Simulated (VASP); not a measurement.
# C in VASP: further runs, part 2 of 2

VASP 6.6.1. Earlier steps stand in the parts before.

**4. Single point, PBE (volume scaled by 1.06)**

The input, INCAR:

```
PREC = Accurate
ENCUT = 520
EDIFF = 1E-6
ISMEAR = -1
SIGMA = 0.08
LREAL = False
LASPH = True
NELM = 60
ALGO = Normal
ISIF = 2
LWAVE = False
LCHARG = False
GGA = PE
NBANDS = 11
```

The input, KPOINTS:

```
Automatic mesh
0
Gamma
  20 20 20
```

The input, POSCAR:

```
C
1.0
    0.0000000000      1.8183775075      1.8183775075
    1.8183775075      0.0000000000      1.8183775075
    1.8183775075      1.8183775075      0.0000000000
C
2
Direct
    0.5000000000      0.5000000000      0.5000000000
    0.7500000000      0.7500000000      0.7500000000
```

Potentials or basis: VASP PAW PBE potentials, release 64 (C).

On the command line:

```console
$ cat potpaw_PBE.64/C/POTCAR > POTCAR
$ mpirun -np 1 vasp_std > vasp.out
```

OUTCAR:

```text
PREC = Accurate
   ENCUT = 520
   EDIFF = 1E-6
   ISMEAR = -1
   LREAL = False
   LASPH = True
   NELM = 60
   ISIF = 2
   GGA = PE

 ion  position               nearest neighbor table
   1  0.500  0.500  0.500-   2 1.57   2 1.57   2 1.57   2 1.57
   2  0.750  0.750  0.750-   1 1.57   1 1.57   1 1.57   1 1.57

  LATTYP: Found a face centered cubic cell.
 ALAT       =     3.6367550150

  Lattice vectors:

 A1 = (   0.0000000000,   1.8183775075,   1.8183775075)
 A2 = (   1.8183775075,   0.0000000000,   1.8183775075)
 A3 = (   1.8183775075,   1.8183775075,   0.0000000000)

Analysis of symmetry for initial positions (statically):
=====================================================================
 Subroutine PRICEL returns:
 Original cell was already a primitive cell.

 Routine SETGRP: Setting up the symmetry group for a
 face centered cubic supercell.

 Subroutine GETGRP returns: Found 48 space group operations
 (whereof 24 operations were pure point group operations)
 out of a pool of 48 trial point group operations.

The static configuration has the point symmetry T_d .
[... 165 lines left out ...]
 cond. band min:      12.9089319152   @ k =   0.3500   0.3500   0.0000
 fundamental gap:      4.0046379399
 Fermi energy:        10.3355588190

 k-point     1 :       0.0000    0.0000    0.0000
  band No.  band energies     occupation
      1     -11.8049      2.00000
      2       8.9043      2.00000
      3       8.9043      2.00000
      4       8.9043      2.00000
      5      14.3342      0.00000
      6      14.3342      0.00000
      7      14.3342      0.00000
      8      20.9257      0.00000
      9      27.4707      0.00000
     10      34.8097      0.00000
     11      34.8097      0.00000
[... 309 lines left out ...]
 k-point    24 :      -0.3500    0.0500    0.0000
  band No.  band energies     occupation
      1      -8.2830      2.00000
      2      -1.0393      2.00000
      3       6.0496      2.00000
      4       6.6803      2.00000
      5      16.9255      0.00000
      6      17.0300      0.00000
      7      17.2639      0.00000
      8      23.5235      0.00000
      9      29.1953      0.00000
     10      31.2226      0.00000
     11      32.4014      0.00000

 [... further k-points ...]
[... 5 lines left out ...]
  --------------------------------------------------------------------------------------
  -------------------------------------------------------------------------------------
  Total       -1.5585274     -1.5585274     -1.5585274     -0.0000000      0.0000000     -0.0000000
  in kB     -207.6552298   -207.6552298   -207.6552298     -0.0000000      0.0000000     -0.0000000
  external PRESSURE =    -207.6552298 kB  Pullay stress =       0.0000000 kB

 VOLUME and BASIS-vectors are now :
 -----------------------------------------------------------------------------
  energy-cutoff  :      520.00
  volume of cell :       12.02
      direct lattice vectors                 reciprocal lattice vectors
     0.000000000  1.818377507  1.818377507    -0.274970405  0.274970405  0.274970405
     1.818377507  0.000000000  1.818377507     0.274970405 -0.274970405  0.274970405
     1.818377507  1.818377507  0.000000000     0.274970405  0.274970405 -0.274970405

 POSITION                                       TOTAL-FORCE (eV/Angst)
 -----------------------------------------------------------------------------------
      1.81838      1.81838      1.81838         0.000000      0.000000      0.000000
      2.72757      2.72757      2.72757        -0.000000     -0.000000     -0.000000
 -----------------------------------------------------------------------------------
    total drift:                                0.000000     -0.000000      0.000000

  FREE ENERGIE OF THE ION-ELECTRON SYSTEM (eV)
  ---------------------------------------------------
  free  energy   TOTEN  =       -18.1449731183 eV

  energy  without entropy=      -18.1449731183  energy(sigma->0) =      -18.14497312
```

OSZICAR:

```text
N       E                     dE             d eps       ncg     rms          rms(c)
DAV:   1     0.134109475473E+01    0.13411E+01   -0.47688E+03  5931   0.695E+02
DAV:   2    -0.182800900818E+02   -0.19621E+02   -0.19027E+02  7494   0.126E+02
DAV:   3    -0.186755192044E+02   -0.39543E+00   -0.39415E+00  6545   0.135E+01
DAV:   4    -0.186762856992E+02   -0.76649E-03   -0.76648E-03  6112   0.723E-01
DAV:   5    -0.186762866696E+02   -0.97041E-06   -0.97038E-06  6421   0.245E-02    0.515E+00
DAV:   6    -0.182775562224E+02    0.39873E+00   -0.20837E-01  5779   0.317E+00    0.308E+00
DAV:   7    -0.181432367815E+02    0.13432E+00   -0.26052E-01  6064   0.359E+00    0.667E-01
DAV:   8    -0.181449065772E+02   -0.16698E-02   -0.75992E-03  5875   0.639E-01    0.418E-02
DAV:   9    -0.181449527386E+02   -0.46161E-04   -0.62863E-05  6846   0.637E-02    0.235E-02
DAV:  10    -0.181449730725E+02   -0.20334E-04   -0.16356E-05  6013   0.348E-02    0.519E-03
DAV:  11    -0.181449731183E+02   -0.45885E-07   -0.25085E-07  4945   0.450E-03
   1 F= -.18144973E+02 E0= -.18144973E+02  d E =-.783314E-10
```

stdout:

```text
POSCAR found type information on POSCAR C
 POSCAR found :  1 types and       2 ions
 scaLAPACK will be used
 LDA part: xc-table for (Slater+PW92), standard interpolation
 POSCAR, INCAR and KPOINTS ok, starting setup
 FFT: planning ... GRIDC
 FFT: planning ... GRID_SOFT
 FFT: planning ... GRID
 WAVECAR not read
 entering main loop
```

It took 14 s on 1 thread of Intel Xeon Platinum 8559C (Emerald Rapids), shared host; peak memory 0.13 GiB.

Results:

```yaml
Free_energy: -18.1450 eV
Pressure: -20.8 GPa
Band_gap_on_the_k_mesh: 4.00 eV, indirect (least direct gap 5.43 eV)
```

 A k mesh can miss the band edges.

**5. Single point, PBE (equal xx and yy strain of -3 %)**

The input, INCAR:

```
SYSTEM = C
PREC = Accurate ; ENCUT = 520
EDIFF = 1E-7 ; ISMEAR = -1
SIGMA = 0.08 ; LREAL = .FALSE.
LASPH = .TRUE. ; NELM = 60
ALGO = Normal ; ISIF = 2
LWAVE = .FALSE. ; LCHARG = .FALSE.
GGA = PE ; NBANDS = 11
```

The input, KPOINTS:

```
regular mesh
0
G
  20 20 20
  0 0 0
```

The input, POSCAR:

```
C
1.0
    0.0000000000      1.7298980000      1.7834000000
    1.7298980000      0.0000000000      1.7834000000
    1.7298980000      1.7298980000      0.0000000000
C
2
Direct
    0.5000000000      0.5000000000      0.5000000000
    0.7500000000      0.7500000000      0.7500000000
```

Potentials or basis: VASP PAW PBE potentials, release 64 (C).

On the command line:

```console
$ cat potpaw_PBE.64/C/POTCAR > POTCAR
$ mpirun -np 1 vasp_std > vasp.out
```

OUTCAR:

```text
SYSTEM = C
   PREC = Accurate
   ENCUT = 520
   EDIFF = 1E-7
   ISMEAR = -1
   LREAL = .FALSE.
   LASPH = .TRUE.
   NELM = 60
   ISIF = 2
   GGA = PE

 ion  position               nearest neighbor table
   1  0.500  0.500  0.500-   2 1.51   2 1.51   2 1.51   2 1.51
   2  0.750  0.750  0.750-   1 1.51   1 1.51   1 1.51   1 1.51

  LATTYP: Found a body centered tetragonal cell.
 ALAT       =     2.4464452131
 C/A-ratio  =     1.4579521262

  Lattice vectors:

 A1 = (  -1.7298980000,   0.0000000000,   1.7834000000)
 A2 = (   1.7298980000,   0.0000000000,   1.7834000000)
 A3 = (   0.0000000000,   1.7298980000,  -1.7834000000)

Analysis of symmetry for initial positions (statically):
=====================================================================
 Subroutine PRICEL returns:
 Original cell was already a primitive cell.

 Routine SETGRP: Setting up the symmetry group for a
 body centered tetragonal supercell.

 Subroutine GETGRP returns: Found 16 space group operations
 (whereof  8 operations were pure point group operations)
 out of a pool of 16 trial point group operations.

The static configuration has the point symmetry D_2d.
 The point group associated with its full space group is D_4h.

[... 164 lines left out ...]
 fundamental gap:      3.8666148409
 Fermi energy:        12.1718947638

 k-point     1 :       0.0000    0.0000    0.0000
  band No.  band energies     occupation
      1     -11.6808      2.00000
      2      10.3015      2.00000
      3      10.7977      2.00000
      4      10.7977      2.00000
      5      16.2706      0.00000
      6      16.2706      0.00000
      7      16.6588      0.00000
      8      25.3706      0.00000
      9      30.7356      0.00000
     10      36.8886      0.00000
     11      37.7512      0.00000
[... 309 lines left out ...]
 k-point    24 :      -0.3500    0.0500    0.0000
  band No.  band energies     occupation
      1      -7.8011      2.00000
      2      -0.2417      2.00000
      3       7.1833      2.00000
      4       8.4352      2.00000
      5      19.2424      0.00000
      6      19.2589      0.00000
      7      20.4677      0.00000
      8      26.5896      0.00000
      9      32.5549      0.00000
     10      34.1439      0.00000
     11      36.3200      0.00000

 [... further k-points ...]
[... 5 lines left out ...]
  --------------------------------------------------------------------------------------
  -------------------------------------------------------------------------------------
  Total        2.8655762      2.8655762      0.7901399      0.0000000      0.0000000      0.0000000
  in kB      430.1330332    430.1330332    118.6027641      0.0000000      0.0000000      0.0000000
  external PRESSURE =     326.2896101 kB  Pullay stress =       0.0000000 kB

 VOLUME and BASIS-vectors are now :
 -----------------------------------------------------------------------------
  energy-cutoff  :      520.00
  volume of cell :       10.67
      direct lattice vectors                 reciprocal lattice vectors
     0.000000000  1.729898000  1.783400000    -0.289034382  0.289034382  0.280363351
     1.729898000  0.000000000  1.783400000     0.289034382 -0.289034382  0.280363351
     1.729898000  1.729898000  0.000000000     0.289034382  0.289034382 -0.280363351

 POSITION                                       TOTAL-FORCE (eV/Angst)
 -----------------------------------------------------------------------------------
      1.72990      1.72990      1.78340         0.000000      0.000000      0.000000
      2.59485      2.59485      2.67510        -0.000000     -0.000000      0.000000
 -----------------------------------------------------------------------------------
    total drift:                                0.000000     -0.000000      0.000000

  FREE ENERGIE OF THE ION-ELECTRON SYSTEM (eV)
  ---------------------------------------------------
  free  energy   TOTEN  =       -18.0929947426 eV

  energy  without entropy=      -18.0929947426  energy(sigma->0) =      -18.09299474
```

It took 22 s on 1 thread of Intel Xeon 6975P-C (Granite Rapids), shared host; peak memory 0.16 GiB.

What came out:

| Property | Result |
| --- | --- |
| Free energy | -18.0930 eV |
| Pressure | 32.6 GPa |
| Band gap on the k mesh | 3.87 eV, indirect (least direct gap 5.47 eV) |

Levels at points of the mesh, in eV from the valence-band top:
| k point | band 2 | band 3 | band 4 | band 5 | band 6 | band 7 |
| --- | --- | --- | --- | --- | --- | --- |
| (0.00, 0.00, 0.00) | -0.50 | 0.00 | 0.00 | 5.47 | 5.47 | 5.86 |
| (0.50, 0.00, 0.00) | -14.23 | -3.42 | -2.83 | 8.14 | 8.69 | 9.78 |
| (0.50, 0.50, 0.00) | -13.70 | -6.52 | -6.52 | 5.22 | 5.22 | 17.47 |
| (0.50, 0.00, 0.50) | -13.20 | -6.99 | -6.99 | 4.48 | 4.48 | 17.59 |

Caveat: the cell differs from its parent crystal (equal xx and yy strain of -3 %).

**6. Overview**

```tsv
cell	gap on the mesh (eV)	pressure (GPa)
a = 2.555 Å, angles 60.0°, 2 atoms	4.05	-13.7
a = 2.563 Å, angles 60.0°, 2 atoms	4.03	-17.3
a = 2.572 Å, angles 60.0°, 2 atoms	4.00	-20.8
a = 2.485, b = 2.485, c = 2.446 Å, angles 60.5, 60.5, 59.0°, 2 atoms	3.87	32.6
```

Alike in all rows: task single point; level PBE; potentials or basis VASP PAW PBE potentials, release 64 (C); no spin polarisation; k mesh 20 × 20 × 20; cutoff (eV) 520; smearing fermi-dirac 0.08 eV.

Absolute energies hang on the potentials; compare differences alone.
